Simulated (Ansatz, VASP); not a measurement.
**Two plane-wave programs on BN**

File INCAR:

```
  PREC = Accurate
  ENCUT = 520
  EDIFF = 1E-6
  ISMEAR = 0
  SIGMA = 0.05
  LREAL = False
  LASPH = True
  NELM = 80
  ALGO = Normal
  ISIF = 2
  LWAVE = False
  LCHARG = False
  GGA = PE
  IVDW = 12
  NBANDS = 26
```

Contents of KPOINTS:

```
Automatic mesh
0
Gamma
  10 10 2
```

File POSCAR:

```
BN
1.0
   -2.5039917043      0.0000000000      0.0000000000
   -1.2519958521     -2.1685204268      0.0000000000
    0.0000000000      0.0000000000     14.3224000000
B N
4 4
Direct
    0.3333333333      0.3333333333      0.8139068871
    0.3333333333      0.3333333333      0.3488172373
    0.6666666667      0.6666666667      0.1162724124
    0.6666666667      0.6666666667      0.5813620622
    0.3333333333      0.3333333333      0.1162724124
    0.3333333333      0.3333333333      0.5813620622
    0.6666666667      0.6666666667      0.8139068871
    0.6666666667      0.6666666667      0.3488172373
```

Input for Ansatz:

```yaml
crystal:
  lattice:
    - [-2.5039917043, 0.0, 0.0]
    - [-1.2519958521, -2.1685204268, 0.0]
    - [0.0, 0.0, 14.3224]
  atoms:
    - { symbol: B, position: [0.3333333333, 0.3333333333, 0.8139068871] }
    - { symbol: B, position: [0.3333333333, 0.3333333333, 0.3488172373] }
    - { symbol: B, position: [0.6666666667, 0.6666666667, 0.1162724124] }
    - { symbol: B, position: [0.6666666667, 0.6666666667, 0.5813620622] }
    - { symbol: "N", position: [0.3333333333, 0.3333333333, 0.1162724124] }
    - { symbol: "N", position: [0.3333333333, 0.3333333333, 0.5813620622] }
    - { symbol: "N", position: [0.6666666667, 0.6666666667, 0.8139068871] }
    - { symbol: "N", position: [0.6666666667, 0.6666666667, 0.3488172373] }
basis:
  ecutwfc: 420
kpoints:
  mp_grid: { grid: [10, 10, 2] }
hamiltonian:
  xc: pbe
  dispersion: d3bj
scf:
  occupations: { method: gaussian, width: 0.05 }
output:
  forces: true
  stress: true
  eigenvalues: true
```

Alike in both runs: task single point; functional PBE; dispersion D3(BJ); k mesh 10 × 10 × 2; occupations gaussian, width 0.05 eV; no spin polarisation.

|  | VASP | Ansatz |
| --- | --- | --- |
| version | VASP 6.6.1 | Ansatz 0.2.0 |
| potentials or method | VASP PAW PBE potentials, release 64 (B, N), cutoff 520 eV | scalar-relativistic, plane waves, PAW |
| valence electrons in the cell | 32 | 32 |

|  | VASP | Ansatz | Ansatz less VASP |
| --- | --- | --- | --- |
| gap on the k mesh at the Fermi level (eV) | 4.32 | 4.32 | +0.007 |
| least direct gap on the mesh (eV) | 4.73 | 4.73 | +0.005 |
| pressure (GPa) | 0.6 | 0.6 | -0.06 |
| traceless stress, the component that is largest in VASP (GPa) | -1.30 | -1.12 | +0.182 |
| rms of the force components (eV/Å) | 0.012 | 0.012 | -0.0002 |

Atom by atom the forces differ by 0.000 eV/Å (rms over components).
